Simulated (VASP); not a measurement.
A run of VASP 6.6.1:

INCAR

```
PREC = Accurate
ENCUT = 520
EDIFF = 1E-6
ISMEAR = 0
SIGMA = 0.05
LREAL = False
LASPH = True
NELM = 60
ALGO = Normal
ISIF = 2
LWAVE = False
LCHARG = False
GGA = PS
NBANDS = 16
```

File KPOINTS:

```
regular mesh
0
Gamma
  10 10 10
```

Contents of POSCAR:

```
ZnS
1.0
    0.0000000000      2.6782590749      2.8791285055
    2.6782590749      0.0000000000      2.8791285055
    2.6782590749      2.6782590749      0.0000000000
Zn S
1 1
Direct
    0.0000000000      0.0000000000      0.0000000000
    0.7500000000      0.7500000000      0.7500000000
```

Potentials or basis: VASP PAW PBE potentials, release 64 (Zn, S).

Launch:

```bash
$ cat potpaw_PBE.64/Zn/POTCAR potpaw_PBE.64/S/POTCAR > POTCAR
$ mpirun -np 1 vasp_std > vasp.out
```

Hardware: 1 thread of Intel Xeon 8259CL, with other jobs on the host.

Question: How long does it take, and how much memory?

Answer: Wall time 98 s on 1 thread of Intel Xeon 8259CL, on a shared host, peak memory 0.21 GiB. Counts: scf iterations 12, k points 102.
